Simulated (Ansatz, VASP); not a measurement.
One calculation of Cs, two programs

```
Cs
1.0
     0.00000    5.51762    5.51762
     5.51762    0.00000    5.51762
     5.51762    5.51762    0.00000
Cs
2
Direct
  0.87500 0.87500 0.87500
  0.12500 0.12500 0.12500
```

Change from the starting cell: volume scaled by 0.9, PAW files, partial_waves polarizable.

Alike in both runs: task single point; functional PBE; k mesh 6 × 6 × 6; occupations fermi-dirac, width 0.08 eV; no spin polarisation.

```csv
,VASP,Ansatz
version,VASP 6.6.1,Ansatz 0.2.0
potentials or method,"VASP PAW PBE potentials, release 64 (Cs_sv)","PAW with Ansatz's default frozen-core files, scalar-relativistic"
plane-wave cutoff (eV),520,420
valence electrons in the cell,18,18
```

```csv
,VASP,Ansatz,Ansatz less VASP
pressure (GPa),0.1,0.1,0.00
```

Neither program's run includes spin-orbit coupling.
